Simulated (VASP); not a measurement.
Write the native input for VASP 6.6.1 that does the following.

| Quantity | Value |
| --- | --- |
| Task | single point |
| Functional | PBE |
| Potentials or basis | VASP PAW PBE potentials, release 64 (Pt) |
| Cutoff | 520 eV |
| k mesh | 22 × 22 × 22 |
| Occupations | gaussian, width 0.15 eV |
| Spin | no spin polarisation |
| Dipole correction | no |
| Further INCAR settings | ALGO = Normal; EDIFF = 1e-06; NBANDS = 11 |

The structure of Pt lies in POSCAR:

```
Pt
1.0
   -1.4574824000      1.4574824000      1.4574824000
    1.4574824000     -1.4574824000      1.4574824000
    1.4574824000      1.4574824000     -1.4574824000
Pt
1
Direct
    0.0000000000      0.0000000000      0.0000000000
```

This isn't the form of Pt at room conditions, which is fcc.

This cell differs from its parent crystal: strain -0.080 along x and y, -0.080 along z.

One way to write it, as run:

INCAR

```
SYSTEM = Pt
PREC = Accurate
ENCUT = 520
EDIFF = 1E-6
ISMEAR = 0
SIGMA = 0.15
LREAL = .False.
LASPH = .True.
NELM = 80
ALGO = Normal
ISIF = 2
LWAVE = .False.
LCHARG = .False.
GGA = PE
NBANDS = 11
```

KPOINTS

```
Automatic mesh
0
Gamma
  22 22 22
  0 0 0
```

Potentials or basis: VASP PAW PBE potentials, release 64 (Pt).

Command:

```sh
$ cat potpaw_PBE.64/Pt/POTCAR > POTCAR
$ mpirun -np 1 vasp_std > vasp.out
```

Results of the run:

```json
{"Pressure": "112.1 GPa", "Band gap on the k mesh": "zero (bands 5 and 6 overlap by 3.38 eV)"}
```

Caveat: the cell differs from its parent crystal (strain -0.080 along x and y, -0.080 along z); the cell stands under pressure; spin-orbit coupling is left out, which moves the levels of the heavy elements.

Run time: 51 s on 1 thread of Intel Xeon 8259CL (shared host), peak memory 0.17 GiB.
